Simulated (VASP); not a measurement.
Write the native input for VASP 6.6.1 that does the following.

```yaml
Task: single point
Functional: PBEsol
Potentials_or_basis: VASP PAW PBE potentials, release 64 (Ag)
Cutoff: 520 eV
k_mesh: 18 × 18 × 10
Occupations: gaussian, width 0.1 eV
Spin: no spin polarisation
Dipole_correction: no
Further_INCAR_settings: ALGO = Fast; EDIFF = 1e-06; NBANDS = 18
```

The structure of Ag lies in POSCAR:

```
Ag
1.0
    2.8669917939      0.0000000000      0.0000000000
   -1.4334958970      2.4828877260      0.0000000000
    0.0000000000      0.0000000000      4.6908332209
Ag
2
Direct
    0.3333333333      0.6666666667      0.2500000000
    0.6666666667      0.3333333333      0.7500000000
```

The input as run:

INCAR

```
  ALGO = Fast
  EDIFF = 1E-6
  ENCUT = 520
  GGA = PS
  ISIF = 2
  ISMEAR = 0
  LASPH = T
  LCHARG = T
  LELF = T
  LREAL = F
  LVHAR = T
  LWAVE = F
  NBANDS = 18
  NELM = 100
  PREC = Accurate
  SIGMA = 0.1
```

KPOINTS

```
k-points
0
Gamma
  18 18 10
```

Potentials or basis: VASP PAW PBE potentials, release 64 (Ag).

The run is started by

```console
$ cat potpaw_PBE.64/Ag/POTCAR > POTCAR
$ mpirun -np 1 vasp_std > vasp.out
```

Results of the run:

- Pressure: -0.3 GPa
- Band gap on the k mesh: zero (band 11 reaches 12.65 eV, above the bottom of band 12 at 5.12 eV)

Caveat: the PAW data sets were made with another functional, which shifts forces and pressure a little.

Wall time 53 s on 1 thread of Intel(R) Xeon(R) Platinum 8488C (Sapphire Rapids), with other jobs on the host, peak memory 0.23 GiB.
